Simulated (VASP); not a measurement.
# SiGe (P6_3mc) in VASP: notebook, part 2 of 2

VASP 6.6.1. Earlier steps stand in the parts before.

## (5) Single point, PBEsol (atoms shifted along a free coordinate)

Contents of INCAR:

```
  PREC = Accurate
  ENCUT = 520
  EDIFF = 1E-7
  ISMEAR = 0
  SIGMA = 0.03
  LREAL = F
  LASPH = T
  NELM = 100
  ALGO = Normal
  ISIF = 2
  LWAVE = F
  LCHARG = F
  GGA = PS
  NBANDS = 26
```

Contents of KPOINTS:

```
regular mesh
0
Gamma
  12 12 6
```

Contents of POSCAR:

```
SiGe
1.0
    3.9348495701      0.0000000000      0.0000000000
   -1.9674247851      3.4076796878      0.0000000000
    0.0000000000      0.0000000000      6.4999556106
Si Ge
2 2
Direct
    0.6666666667      0.3333333333      0.8745463082
    0.3333333333      0.6666666667      0.3745463082
    0.6666666667      0.3333333333      0.5082128633
    0.3333333333      0.6666666667      0.0082128633
```

Potentials or basis: VASP PAW PBE potentials, release 64 (Si, Ge_d).

The run is started by

```console
cat potpaw_PBE.64/Si/POTCAR potpaw_PBE.64/Ge_d/POTCAR > POTCAR
mpirun -np 1 vasp_std > vasp.out
```

OUTCAR:

```text
PREC = Accurate
   ENCUT = 520
   EDIFF = 1E-7
   ISMEAR = 0
   LREAL = F
   LASPH = T
   NELM = 100
   ISIF = 2
   GGA = PS

 ion  position               nearest neighbor table
   1  0.667  0.333  0.875-   3 2.38   4 2.43   4 2.43   4 2.43
   2  0.333  0.667  0.375-   4 2.38   3 2.43   3 2.43   3 2.43
   3  0.667  0.333  0.508-   1 2.38   2 2.43   2 2.43   2 2.43
   4  0.333  0.667  0.008-   2 2.38   1 2.43   1 2.43   1 2.43

  LATTYP: Found a hexagonal cell.
 ALAT       =     3.9348495701
 C/A-ratio  =     1.6518943087

  Lattice vectors:

 A1 = (   3.9348495701,   0.0000000000,   0.0000000000)
 A2 = (  -1.9674247851,   3.4076796878,   0.0000000000)
 A3 = (   0.0000000000,   0.0000000000,   6.4999556106)

Analysis of symmetry for initial positions (statically):
=====================================================================
 Subroutine PRICEL returns:
 Original cell was already a primitive cell.

 Routine SETGRP: Setting up the symmetry group for a
 hexagonal supercell.

 Subroutine GETGRP returns: Found 12 space group operations
[... 166 lines left out ...]
  ext. energy  EPLUGINS =         0.00000000
  ---------------------------------------------------
  free energy    TOTEN  =       -21.21524188 eV

  energy without entropy =      -21.21524188  energy(sigma->0) =      -21.21524188

 E-fermi :   5.5273     XC(G=0):  -9.7691

 val. band max:        5.4328731560   @ k =   0.0000   0.0000   0.0000
 cond. band min:       5.6295822955   @ k =   0.4167   0.0000   0.3333
 fundamental gap:      0.1967091395
 Fermi energy:         5.5272876688

 k-point     1 :       0.0000    0.0000    0.0000
  band No.  band energies     occupation
      1     -19.2155      2.00000
      2     -19.2152      2.00000
      3     -19.2078      2.00000
      4     -19.2078      2.00000
      5     -19.2048      2.00000
      6     -19.2048      2.00000
[... 685 lines left out ...]
     25      12.2288      0.00000
     26      12.6108      0.00000

 [... further k-points ...]
[... 5 lines left out ...]
  --------------------------------------------------------------------------------------
  -------------------------------------------------------------------------------------
  Total       -1.5658845     -1.5658845     -0.1419707      0.0000000      0.0000000      0.0000000
  in kB      -28.7854493    -28.7854493     -2.6098287      0.0000000      0.0000000      0.0000000
  external PRESSURE =     -20.0602425 kB  Pullay stress =       0.0000000 kB

 VOLUME and BASIS-vectors are now :
 -----------------------------------------------------------------------------
  energy-cutoff  :      520.00
  volume of cell :       87.16
      direct lattice vectors                 reciprocal lattice vectors
     3.934849570  0.000000000  0.000000000     0.254139322  0.146727406  0.000000000
    -1.967424785  3.407679688  0.000000000     0.000000000  0.293454811  0.000000000
     0.000000000  0.000000000  6.499955611     0.000000000  0.000000000  0.153847204

 POSITION                                       TOTAL-FORCE (eV/Angst)
 -----------------------------------------------------------------------------------
      1.96742      1.13589      5.68451         0.000000     -0.000000      0.632305
     -0.00000      2.27179      2.43453         0.000000      0.000000      0.632305
      1.96742      1.13589      3.30336        -0.000000      0.000000     -0.632305
     -0.00000      2.27179      0.05338        -0.000000     -0.000000     -0.632305
 -----------------------------------------------------------------------------------
    total drift:                               -0.000000     -0.000001     -0.003470

  FREE ENERGIE OF THE ION-ELECTRON SYSTEM (eV)
  ---------------------------------------------------
  free  energy   TOTEN  =       -21.2152418821 eV

  energy  without entropy=      -21.2152418780  energy(sigma->0) =      -21.21524188
```

OSZICAR:

```text
N       E                     dE             d eps       ncg     rms          rms(c)
DAV:   1     0.264085065373E+03    0.26409E+03   -0.17714E+04  4574   0.295E+03
DAV:   2     0.217484563126E+02   -0.24234E+03   -0.23342E+03  3992   0.635E+02
DAV:   3    -0.198140027341E+02   -0.41562E+02   -0.41115E+02  4816   0.154E+02
DAV:   4    -0.215276647481E+02   -0.17137E+01   -0.17107E+01  4772   0.345E+01
DAV:   5    -0.215639946739E+02   -0.36330E-01   -0.36321E-01  4820   0.572E+00    0.562E+00
DAV:   6    -0.213275987413E+02    0.23640E+00   -0.97934E-02  4706   0.240E+00    0.327E+00
DAV:   7    -0.212127094456E+02    0.11489E+00   -0.16980E-01  4298   0.270E+00    0.216E-01
DAV:   8    -0.212149351920E+02   -0.22257E-02   -0.15861E-02  4912   0.136E+00    0.107E-01
DAV:   9    -0.212151276194E+02   -0.19243E-03   -0.40512E-04  5096   0.175E-01    0.775E-02
DAV:  10    -0.212152213515E+02   -0.93732E-04   -0.97856E-05  4588   0.884E-02    0.227E-02
DAV:  11    -0.212152401478E+02   -0.18796E-04   -0.18930E-05  4862   0.248E-02    0.433E-03
DAV:  12    -0.212152417864E+02   -0.16386E-05   -0.20419E-06  4710   0.129E-02    0.203E-03
DAV:  13    -0.212152418821E+02   -0.95662E-07   -0.19193E-07  3992   0.427E-03
   1 F= -.21215242E+02 E0= -.21215242E+02  d E =-.405396E-08
```

It took 60 s on 1 thread of Intel Xeon 6975P-C (Granite Rapids), shared host; peak memory 0.29 GiB.

What came out:

* Free energy: -21.2152 eV
* Pressure: -2.0 GPa
* Largest force: 0.632 eV/Å
* Band gap on the k mesh: 0.20 eV (least direct gap 0.31 eV)

Forces in eV/Å, atoms in the order of the input:
```
Si   0.000  0.000  0.632
Si   0.000  0.000  0.632
Ge   0.000  0.000 -0.632
Ge   0.000  0.000 -0.632
```

Caveat: the cell differs from its parent crystal (atoms shifted along a free coordinate); semilocal functionals underestimate gaps, and a narrow one can read as zero; the PAW data sets were made with another functional, which shifts forces and pressure a little. A k mesh can miss the band edges.

## (6) Summary

| cell | gap on the mesh (eV) | pressure (GPa) | largest force (eV/Å) |
| --- | --- | --- | --- |
| a = 3.900, b = 3.900, c = 6.443 Å, angles 90.0, 90.0, 120.0°, 4 atoms, atomic positions A | 0.20 | 0.0 | 0.65 |
| a = 3.900, b = 3.900, c = 6.443 Å, angles 90.0, 90.0, 120.0°, 4 atoms, atomic positions B | 0.02 | 0.4 | 1.04 |
| a = 3.900, b = 3.900, c = 6.443 Å, angles 90.0, 90.0, 120.0°, 4 atoms, atomic positions C | 0.35 | 0.0 | - |
| a = 3.935, b = 3.935, c = 6.500 Å, angles 90.0, 90.0, 120.0°, 4 atoms, atomic positions A | 0.20 | -2.0 | 0.63 |

Alike in all rows: task single point; level PBEsol; potentials or basis VASP PAW PBE potentials, release 64 (Si, Ge_d); no spin polarisation; k mesh 12 × 12 × 6; cutoff (eV) 520; smearing gaussian 0.03 eV.

Caveats: semilocal functionals underestimate gaps, and a narrow one can read as zero; the PAW data sets were made with another functional, which shifts forces and pressure a little; the stress differs along the axes, from -3 to 2 GPa (at least some runs); the smearing spreads over this small gap (at least some runs).

Absolute energies hang on the potentials; compare differences alone.

The gap in the log of VASP goes by the Fermi energy; the results here count the filled bands.